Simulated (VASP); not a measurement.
Crystal: ZrS2.

```xyz
3
Lattice="3.6914 0.0000 0.0000 -1.8457 3.1968 0.0000 0.0000 0.0000 6.0411" Properties=species:S:1:pos:R:3 pbc="T T T"
Zr    0.0000    0.0000    0.0000
S     1.8457    1.0656    4.6038
S     0.0000    2.1312    1.4372
```

Base run:

```yaml
Program: VASP 6.6.1
Functional: BLYP
Potentials_or_basis: VASP PAW PBE potentials, release 64 (Zr_sv, S)
Cutoff: 500 eV
k_mesh: 6 × 6 × 3
Occupations: gaussian, width 0.01 eV
Spin: no spin polarisation
```

Its results: band gap on the k mesh 1.16 eV (least direct gap 1.63 eV); pressure 4.3 GPa; largest force 0.283 eV/Å.

**Question.** The run is repeated on the same cell with these changes: functional from BLYP to revPBE. What comes out?

**Answer.** Band gap on the k mesh 1.17 eV (least direct gap 1.67 eV); pressure 2.0 GPa; largest force 0.097 eV/Å.

Caveats: the PAW data sets were made with another functional, which shifts forces and pressure a little; this functional lacks dispersion, which binds layers or chains, so the pressure and a relaxed spacing across them are unreliable; the cell stands under pressure (at least some runs).

A k mesh can miss the band edges.
